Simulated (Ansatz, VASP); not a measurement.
**Al: VASP beside Ansatz**

```
CELL_PARAMETERS angstrom
-1.59122 1.59122 1.59122
1.59122 -1.59122 1.59122
1.59122 1.59122 -1.59122
ATOMIC_POSITIONS crystal
Al 0.00000 0.00000 0.00000
```

Alike in both runs: task single point; functional r2SCAN; k mesh 10 × 10 × 10; occupations gaussian, width 0.1 eV; no spin polarisation.

|  | VASP | Ansatz |
| --- | --- | --- |
| version | VASP 6.6.1 | Ansatz 0.2.0 |
| potentials or method | VASP PAW PBE potentials, release 64 (Al), cutoff 550 eV | scalar-relativistic, plane waves, PAW |
| valence electrons in the cell | 3 | 3 |

```csv
,VASP,Ansatz,Ansatz less VASP
gap on the k mesh at the Fermi level (eV),none,none,-
pressure (GPa),1.0,1.3,+0.33
```

VASP's potentials were made for PBE, not for r2SCAN. A gap of «none» marks a metal or a gap that the smearing closes. The functional is the same, so the differences come from potentials, cutoffs and numerics.
